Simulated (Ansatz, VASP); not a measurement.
Two plane-wave programs on ScAl3

File INCAR:

```
ALGO = Fast
EDIFF = 1E-6
ENCUT = 520
GGA = RP
ISIF = 2
ISMEAR = -1
LASPH = T
LCHARG = F
LREAL = F
LWAVE = F
NBANDS = 18
NELM = 60
PREC = Accurate
SIGMA = 0.05
```

The input KPOINTS:

```
k-points
0
Gamma
  4 4 4
```

POSCAR

```
ScAl3
1.0
    4.0878065700      0.0000000000      0.0000000000
    0.0000000000      4.0878065700      0.0000000000
    0.0000000000      0.0000000000      4.0878065700
Sc Al
1 3
Direct
    0.0000000000      0.0000000000      0.0000000000
    0.5000000000      0.5000000000      0.0000000000
    0.0000000000      0.5000000000      0.5000000000
    0.5000000000      0.0000000000      0.5000000000
```

input.yaml

```yaml
crystal:
  lattice:
    - [4.08780657, 0.0, 0.0]
    - [0.0, 4.08780657, 0.0]
    - [0.0, 0.0, 4.08780657]
  atoms:
    - { symbol: Sc, position: [0.0, 0.0, 0.0] }
    - { symbol: Al, position: [0.5, 0.5, 0.0] }
    - { symbol: Al, position: [0.0, 0.5, 0.5] }
    - { symbol: Al, position: [0.5, 0.0, 0.5] }
hamiltonian:
  xc: rpbe
  pseudopotentials: { kind: paw }
kpoints:
  mp_grid: { grid: [4, 4, 4] }
scf:
  occupations: { method: fermi_dirac, width: 0.05 }
  n_extra_bands: 10
output:
  forces: true
  stress: true
  eigenvalues: true
  dos: { projected: true, de: 0.05, nscf_kmesh: { grid: [6, 6, 6] } }
```

Alike in both runs: functional RPBE; k mesh 4 × 4 × 4; occupations fermi-dirac, width 0.05 eV; no spin polarisation.

```csv
,VASP,Ansatz
version,VASP 6.6.1,Ansatz 0.2.0
potentials or method,"VASP PAW PBE potentials, release 64 (Sc_sv, Al)",Ansatz PAW
plane-wave cutoff (eV),520,420
valence electrons in the cell,20,20
task,single point,projected density of states
```

```tsv
	VASP	Ansatz	Ansatz less VASP
gap on the k mesh at the Fermi level (eV)	none	none	-
pressure (GPa)	3.4	3.4	+0.03
```

VASP's potentials were made for PBE, not for RPBE. A gap of «none» marks a metal or a gap that the smearing closes. With one functional, cell and mesh, what is left measures potentials, basis and numerics.

The k mesh is coarse, so the values compare programs but aren't converged.
